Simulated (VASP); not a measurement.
# F (P6_3/mmc) in VASP: further runs, part 2 of 3

VASP 6.6.1.

### Step 3. Electric field gradients, PBE (10.45 Å³/atom)

This run uses another cell than the first one, of 10.45 Å³/atom.

The input, INCAR:

```
SYSTEM = F
PREC     = Accurate       ! precision mode
ENCUT    = 520            ! plane-wave cutoff, eV
EDIFF    = 1E-8           ! SCF threshold, eV
ISMEAR   = -1             ! smearing method
SIGMA    = 0.08           ! smearing width, eV
LREAL    = .False.        ! projectors in reciprocal space
LASPH    = .True.         ! aspherical terms in the spheres
NELM     = 60             ! most SCF steps
ALGO     = Normal         ! electronic algorithm
ISIF     = 2              ! what is computed and relaxed
LWAVE    = .False.        ! write WAVECAR
LCHARG   = .False.        ! write CHGCAR
GGA      = PE             ! functional
LEFG     = .True.       
NBANDS   = 14             ! bands
```

The input, KPOINTS:

```
regular mesh
0
Gamma
  19 19 10
  0 0 0
```

The input, POSCAR:

```
F
1.0
    2.8840062197      0.0000000000      0.0000000000
   -1.4420031098      2.4976226509      0.0000000000
    0.0000000000      0.0000000000      2.9010645515
F
2
Direct
    0.3333333333      0.6666666667      0.2500000000
    0.6666666667      0.3333333333      0.7500000000
```

Potentials or basis: VASP PAW PBE potentials, release 64 (F).

Launch:

```console
$ cat potpaw_PBE.64/F/POTCAR > POTCAR
$ mpirun -np 1 vasp_std > vasp.out
```

OUTCAR:

```text
SYSTEM = F
   PREC = Accurate
   ENCUT = 520
   EDIFF = 1E-8
   ISMEAR = -1
   LREAL = .False.
   LASPH = .True.
   NELM = 60
   ISIF = 2
   GGA = PE

 ion  position               nearest neighbor table
   1  0.333  0.667  0.250-
   2  0.667  0.333  0.750-

  LATTYP: Found a hexagonal cell.
 ALAT       =     2.8840062197
 C/A-ratio  =     1.0059148041

  Lattice vectors:

 A1 = (   2.8840062197,   0.0000000000,   0.0000000000)
 A2 = (  -1.4420031098,   2.4976226509,   0.0000000000)
 A3 = (   0.0000000000,   0.0000000000,   2.9010645515)

Analysis of symmetry for initial positions (statically):
=====================================================================
 Subroutine PRICEL returns:
 Original cell was already a primitive cell.

 Routine SETGRP: Setting up the symmetry group for a
 hexagonal supercell.

 Subroutine GETGRP returns: Found 24 space group operations
 (whereof 12 operations were pure point group operations)
 out of a pool of 24 trial point group operations.

The static configuration has the point symmetry D_3d.
 The point group associated with its full space group is D_6h.

Analysis of symmetry for dynamics (positions and initial velocities):
=====================================================================
 Subroutine PRICEL returns:
 Original cell was already a primitive cell.

 Routine SETGRP: Setting up the symmetry group for a
 hexagonal supercell.

 Subroutine GETGRP returns: Found 24 space group operations
 (whereof 12 operations were pure point group operations)
 out of a pool of 24 trial point group operations.

The dynamic configuration has the point symmetry D_3d.
[... 552 lines left out ...]
      5      -5.5037      2.00000
      6      -4.3201      2.00000
      7      -3.7893      1.99694
      8      -3.1063      0.22650
      9      12.5959      0.00000
     10      17.1381      0.00000
     11      18.2840      0.00000
     12      23.5218      0.00000
     13      25.1296      0.00000
     14      27.2523      0.00000

 [... further k-points ...]

------------------------ aborting loop because EDIFF is reached ----------------------------------------

  FORCE on cell =-STRESS in cart. coord.  units (eV):
  Direction    XX          YY          ZZ          XY          YZ          ZX
  --------------------------------------------------------------------------------------
  -------------------------------------------------------------------------------------
  Total        0.0403108      0.0403108      0.0954611      0.0000000     -0.0000000      0.0000000
  in kB        3.0906647      3.0906647      7.3190857      0.0000000     -0.0000000      0.0000000
  external PRESSURE =       4.5001384 kB  Pullay stress =       0.0000000 kB

 VOLUME and BASIS-vectors are now :
 -----------------------------------------------------------------------------
  energy-cutoff  :      520.00
  volume of cell :       20.90
      direct lattice vectors                 reciprocal lattice vectors
     2.884006220  0.000000000  0.000000000     0.346739890  0.200190369  0.000000000
    -1.442003110  2.497622651  0.000000000     0.000000000  0.400380738  0.000000000
     0.000000000  0.000000000  2.901064552     0.000000000  0.000000000  0.344701051

 POSITION                                       TOTAL-FORCE (eV/Angst)
 -----------------------------------------------------------------------------------
     -0.00000      1.66508      0.72527         0.000000      0.000000      0.000000
      1.44200      0.83254      2.17580        -0.000000     -0.000000      0.000000
 -----------------------------------------------------------------------------------
    total drift:                               -0.000000      0.000000     -0.000000

  FREE ENERGIE OF THE ION-ELECTRON SYSTEM (eV)
  ---------------------------------------------------
  free  energy   TOTEN  =        -1.9627471878 eV

  energy  without entropy=       -1.8771864640  energy(sigma->0) =       -1.91996683

 Electric field gradients (V/A^2)
---------------------------------------------------------------------
 ion       V_xx      V_yy      V_zz      V_xy      V_xz      V_yz
---------------------------------------------------------------------
   1     -46.726   -46.724    93.450     0.001     0.000    -0.000
   2     -46.726   -46.724    93.450     0.001    -0.000     0.000
---------------------------------------------------------------------

 Electric field gradients after diagonalization (V/A^2)
 (convention: |V_zz| > |V_xx| > |V_yy|)
----------------------------------------------------------------------
 ion       V_xx      V_yy      V_zz     asymmetry (V_yy - V_xx)/ V_zz
----------------------------------------------------------------------
   1     -46.726   -46.724    93.450       0.000
   2     -46.726   -46.724    93.450       0.000
----------------------------------------------------------------------

           NMR quadrupolar parameters

 Cq : quadrupolar parameter    Cq=e*Q*V_zz/h
 eta: asymmetry parameters     (V_yy - V_xx)/ V_zz
 Q  : nuclear electric quadrupole moment in mb (millibarn)
----------------------------------------------------------------------
 ion       Cq(MHz)       eta       Q (mb)
----------------------------------------------------------------------
   1       0.226       0.000       1.000
   2       0.226       0.000       1.000
----------------------------------------------------------------------
```

OSZICAR:

```text
N       E                     dE             d eps       ncg     rms          rms(c)
DAV:   1     0.588967509073E+02    0.58897E+02   -0.88384E+03  6992   0.988E+02
DAV:   2    -0.498222814012E+00   -0.59395E+02   -0.57646E+02  8636   0.225E+02
DAV:   3    -0.197832163964E+01   -0.14801E+01   -0.14676E+01  7614   0.315E+01
DAV:   4    -0.198300480890E+01   -0.46832E-02   -0.46831E-02  7836   0.201E+00
DAV:   5    -0.198302241471E+01   -0.17606E-04   -0.17606E-04  7602   0.107E-01    0.179E+00
DAV:   6    -0.196321275129E+01    0.19810E-01   -0.18974E-02  7206   0.757E-01    0.631E-01
DAV:   7    -0.196235871864E+01    0.85403E-03   -0.55841E-03  7410   0.450E-01    0.674E-02
DAV:   8    -0.196275797070E+01   -0.39925E-03   -0.17212E-04  6888   0.126E-01    0.106E-02
DAV:   9    -0.196275124483E+01    0.67259E-05   -0.27046E-06  7776   0.190E-02    0.307E-03
DAV:  10    -0.196274843608E+01    0.28088E-05   -0.31433E-07  7026   0.615E-03    0.777E-04
DAV:  11    -0.196274740007E+01    0.10360E-05   -0.32958E-08  7530   0.178E-03    0.897E-05
DAV:  12    -0.196274722855E+01    0.17152E-06   -0.35657E-10  4482   0.222E-04    0.329E-05
DAV:  13    -0.196274719007E+01    0.38483E-07   -0.30063E-10  5094   0.185E-04    0.114E-05
DAV:  14    -0.196274718785E+01    0.22196E-08   -0.13577E-11  3690   0.476E-05
   1 F= -.19627472E+01 E0= -.19199668E+01  d E =-.855607E-01
```

stdout:

```text
POSCAR found type information on POSCAR F
 POSCAR found :  1 types and       2 ions
 scaLAPACK will be used
 LDA part: xc-table for (Slater+PW92), standard interpolation
 POSCAR, INCAR and KPOINTS ok, starting setup
 FFT: planning ... GRIDC
 FFT: planning ... GRID_SOFT
 FFT: planning ... GRID
 WAVECAR not read
 entering main loop
ion   1

ion   2
```

Run time: 65 s. Hardware: 1 thread of Intel Xeon 8259CL, shared host; peak memory 0.17 GiB.

What came out:

```
Free energy                             : -1.9627 eV
Pressure                                : 0.5 GPa
Band gap on the k mesh                  : zero (bands 7 and 8 overlap by 1.55 eV)
Largest electric field gradient by atom : F +93.5 V/Å²
```

Levels at points of the mesh, in eV from the Fermi level:
```
           k point  band 4  band 5  band 6  band 7  band 8  band 9  band 10  band 11
(0.00, 0.00, 0.00)   -1.98   -1.98   -0.20   -0.20    0.46   12.59    19.83    26.52
(0.00, 0.00, 0.50)   -2.04   -1.04   -1.04   -1.04   -1.04   16.90    16.90    27.20
```

Electric field gradients, principal values (V/Å²):
| atom | least | middle | greatest (by size) |
| --- | --- | --- | --- |
| 1 F | -46.724 | -46.726 | 93.450 |
| 2 F | -46.724 | -46.726 | 93.450 |

Caveat: the atoms stand far beyond bonding distance, and open shells without spin polarisation read as a metal; without QUAD_EFG the Cq values of the log hold for a quadrupole moment of 1 mb, not for the nuclei.

### Step 4. Electric field gradients, PBE

This run uses another cell than the first one, of 10.66 Å³/atom.

The input, INCAR:

```
PREC = Accurate ; ENCUT = 520
EDIFF = 1E-8 ; ISMEAR = -1
SIGMA = 0.08 ; LREAL = False
LASPH = True ; NELM = 100
ALGO = Normal ; ISIF = 2
LWAVE = False ; LCHARG = False
GGA = PE ; LEFG = True
NBANDS = 14
```

The input, KPOINTS:

```
Automatic mesh
0
Gamma
  19 19 10
```

The input, POSCAR:

```
F
1.0
    2.9034933393      0.0000000000      0.0000000000
   -1.4517466697      2.5144989916      0.0000000000
    0.0000000000      0.0000000000      2.9206669336
F
2
Direct
    0.3333333333      0.6666666667      0.2500000000
    0.6666666667      0.3333333333      0.7500000000
```

Potentials or basis: VASP PAW PBE potentials, release 64 (F).

Launch:

```console
$ cat potpaw_PBE.64/F/POTCAR > POTCAR
$ mpirun -np 1 vasp_std > vasp.out
```

OUTCAR:

```text
PREC = Accurate
   ENCUT = 520
   EDIFF = 1E-8
   ISMEAR = -1
   LREAL = False
   LASPH = True
   NELM = 100
   ISIF = 2
   GGA = PE

 ion  position               nearest neighbor table
   1  0.333  0.667  0.250-
   2  0.667  0.333  0.750-

  LATTYP: Found a hexagonal cell.
 ALAT       =     2.9034933393
 C/A-ratio  =     1.0059148041

  Lattice vectors:

 A1 = (   2.9034933393,   0.0000000000,   0.0000000000)
 A2 = (  -1.4517466697,   2.5144989916,   0.0000000000)
 A3 = (   0.0000000000,   0.0000000000,   2.9206669336)

Analysis of symmetry for initial positions (statically):
=====================================================================
 Subroutine PRICEL returns:
 Original cell was already a primitive cell.

 Routine SETGRP: Setting up the symmetry group for a
 hexagonal supercell.

 Subroutine GETGRP returns: Found 24 space group operations
[... 596 lines left out ...]
  energy-cutoff  :      520.00
  volume of cell :       21.32
      direct lattice vectors                 reciprocal lattice vectors
     2.903493339  0.000000000  0.000000000     0.344412707  0.198846769  0.000000000
    -1.451746670  2.514498992  0.000000000     0.000000000  0.397693538  0.000000000
     0.000000000  0.000000000  2.920666934     0.000000000  0.000000000  0.342387551

 POSITION                                       TOTAL-FORCE (eV/Angst)
 -----------------------------------------------------------------------------------
     -0.00000      1.67633      0.73017        -0.000000      0.000000      0.000000
      1.45175      0.83817      2.19050         0.000000      0.000000      0.000000
 -----------------------------------------------------------------------------------
    total drift:                                0.000000     -0.000000      0.000000

  FREE ENERGIE OF THE ION-ELECTRON SYSTEM (eV)
  ---------------------------------------------------
  free  energy   TOTEN  =        -1.9642762038 eV

  energy  without entropy=       -1.8761702063  energy(sigma->0) =       -1.92022321

 Electric field gradients (V/A^2)
---------------------------------------------------------------------
 ion       V_xx      V_yy      V_zz      V_xy      V_xz      V_yz
---------------------------------------------------------------------
   1     -46.060   -46.058    92.118     0.002    -0.000     0.000
   2     -46.060   -46.058    92.118     0.002     0.000    -0.000
---------------------------------------------------------------------

 Electric field gradients after diagonalization (V/A^2)
 (convention: |V_zz| > |V_xx| > |V_yy|)
----------------------------------------------------------------------
 ion       V_xx      V_yy      V_zz     asymmetry (V_yy - V_xx)/ V_zz
----------------------------------------------------------------------
   1     -46.062   -46.056    92.118       0.000
   2     -46.062   -46.056    92.118       0.000
----------------------------------------------------------------------

           NMR quadrupolar parameters

 Cq : quadrupolar parameter    Cq=e*Q*V_zz/h
 eta: asymmetry parameters     (V_yy - V_xx)/ V_zz
 Q  : nuclear electric quadrupole moment in mb (millibarn)
----------------------------------------------------------------------
 ion       Cq(MHz)       eta       Q (mb)
----------------------------------------------------------------------
   1       0.223       0.000       1.000
   2       0.223       0.000       1.000
----------------------------------------------------------------------
```

stdout:

```text
POSCAR found type information on POSCAR F
 POSCAR found :  1 types and       2 ions
 scaLAPACK will be used
 LDA part: xc-table for (Slater+PW92), standard interpolation
 POSCAR, INCAR and KPOINTS ok, starting setup
 FFT: planning ... GRIDC
 FFT: planning ... GRID_SOFT
 FFT: planning ... GRID
 WAVECAR not read
 entering main loop
ion   1

ion   2
```

It took 48 s on 1 thread of Intel Xeon 8259CL, shared host; peak memory 0.17 GiB.

Results:

| Quantity | Value |
| --- | --- |
| Free energy | -1.9643 eV |
| Pressure | -0.7 GPa |
| Band gap on the k mesh | zero (bands 7 and 8 overlap by 1.51 eV) |
| Largest electric field gradient by atom | F +92.1 V/Å² |

Electric field gradients, principal values (V/Å²):
```tsv
atom	least	middle	greatest (by size)
1 F	-46.056	-46.062	92.118
2 F	-46.056	-46.062	92.118
```

Caveat: the atoms stand far beyond bonding distance, and open shells without spin polarisation read as a metal; without QUAD_EFG the Cq values of the log hold for a quadrupole moment of 1 mb, not for the nuclei.

(Continued in part 3 of 3.)
